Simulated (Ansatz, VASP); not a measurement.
Sn2TeSe: VASP beside Ansatz

INCAR

```
SYSTEM = Sn2TeSe
ALGO = Normal
EDIFF = 1E-7
ENCUT = 520
GGA = PE
ISIF = 2
ISMEAR = -1
LASPH = .TRUE.
LCHARG = .FALSE.
LREAL = .FALSE.
LWAVE = .FALSE.
NBANDS = 28
NELM = 100
PREC = Accurate
SIGMA = 0.02
```

File KPOINTS:

```
k-points
0
G
  4 4 4
  0 0 0
```

Contents of POSCAR:

```
Sn2TeSe
1.0
    4.3809765361      0.0000000000      0.0000000000
    0.0000000000      4.3809765361      0.0000000000
    0.0000000000      0.0000000000      6.2262160438
Se Sn Te
1 2 1
Direct
    0.0000000000      0.0000000000      0.0000000000
    0.0000000000      0.0000000000      0.5000000000
    0.5000000000      0.5000000000      0.0000000000
    0.5000000000      0.5000000000      0.5000000000
```

Input for Ansatz:

```yaml
crystal:
  lattice:
    - [4.3809765361, 0.0, 0.0]
    - [0.0, 4.3809765361, 0.0]
    - [0.0, 0.0, 6.2262160438]
  atoms:
    - { symbol: Se, position: [0.0, 0.0, 0.0] }
    - { symbol: Sn, position: [0.0, 0.0, 0.5] }
    - { symbol: Te, position: [0.5, 0.5, 0.5] }
    - { symbol: Sn, position: [0.5, 0.5, 0.0] }
kpoints:
  mp_grid: { grid: [4, 4, 4] }
hamiltonian:
  xc: pbe
scf:
  occupations: { method: fermi_dirac, width: 0.02 }
  n_extra_bands: 5
output:
  forces: true
  stress: true
  eigenvalues: true
```

Alike in both runs: task single point; functional PBE; k mesh 4 × 4 × 4; occupations fermi-dirac, width 0.02 eV; no spin polarisation.

|  | VASP | Ansatz |
| --- | --- | --- |
| version | VASP 6.6.1 | Ansatz 0.2.0 |
| potentials or method | VASP PAW PBE potentials, release 64 (Se, Sn_d, Te) | plane waves, PAW |
| plane-wave cutoff (eV) | 520 | 420 |
| valence electrons in the cell | 40 | 60 |

|  | VASP | Ansatz | Ansatz less VASP |
| --- | --- | --- | --- |
| pressure (GPa) | 0.6 | 0.7 | +0.01 |

The functional is the same, so the differences come from potentials, cutoffs and numerics. VASP's potentials hold 40 valence electrons a cell and Ansatz's 60, so a difference there can come from the potentials and not from the codes.

Spin-orbit coupling is off throughout.
